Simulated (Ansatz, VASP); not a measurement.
One calculation of Pd, two programs

```
CELL_PARAMETERS angstrom
2.72896 0.00000 0.00000
0.00000 2.72896 0.00000
0.00000 0.00000 3.86181
ATOMIC_POSITIONS crystal
Pd 0.00000 0.00000 0.00000
Pd 0.50000 0.50000 0.50000
```

Alike in both runs: task single point; functional BLYP; k mesh 18 × 18 × 13; occupations fermi-dirac, width 0.05 eV; collinear spin.

|  | VASP | Ansatz |
| --- | --- | --- |
| version | VASP 6.6.1 | Ansatz 0.2.0 |
| potentials or method | VASP PAW PBE potentials, release 64 (Pd), cutoff 520 eV | plane waves (420 eV) with PAW, scalar-relativistic |
| valence electrons in the cell | 20 | 36 |

VASP gave:

* pressure (GPa): 24.9
* net moment per atom (μB): 0.00

Question: What did Ansatz give for the same quantities?

Answer: Pressure (GPa): 24.4; net moment per atom (μB): 0.00.

VASP's potentials were made for PBE, not for BLYP. VASP's potentials hold 20 valence electrons a cell and Ansatz's 36, so a difference there can come from the potentials and not from the codes. Ansatz's warnings: seeded moment not kept.
